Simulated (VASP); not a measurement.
Here is a VASP 6.6.1 calculation.

Contents of INCAR:

```
  PREC = Accurate
  ENCUT = 520
  EDIFF = 1E-6
  ISMEAR = 0
  SIGMA = 0.05
  LREAL = F
  LASPH = T
  NELM = 150
  ALGO = Normal
  ISIF = 2
  LWAVE = F
  LCHARG = F
  ISPIN = 2
  MAGMOM = 0 0 0.8
  LORBIT = 11
  LMAXMIX = 4
  GGA = PE
  NBANDS = 20
```

File KPOINTS:

```
regular mesh
0
Gamma
  12 12 12
```

Contents of POSCAR:

```
Si2Ni
1.0
    0.0000000000      2.7216542978      2.7216542978
    2.7216542978      0.0000000000      2.7216542978
    2.7216542978      2.7216542978      0.0000000000
Si Ni
2 1
Direct
    0.2500000000      0.2500000000      0.2500000000
    0.7500000000      0.7500000000      0.7500000000
    0.0000000000      0.0000000000      0.0000000000
```

Potentials or basis: VASP PAW PBE potentials, release 64 (Si, Ni).

Run with:

```sh
$ cat potpaw_PBE.64/Si/POTCAR potpaw_PBE.64/Ni/POTCAR > POTCAR
$ mpirun -np 1 vasp_std > vasp.out
```

(1) What does it give for the band gap on the k mesh?

(2) Estimate the net moment.

(3) Predict the pressure.

Answers

(1) zero (filled and empty bands overlap).

(2) 0.00 μB per cell.

(3) 0.0 GPa.
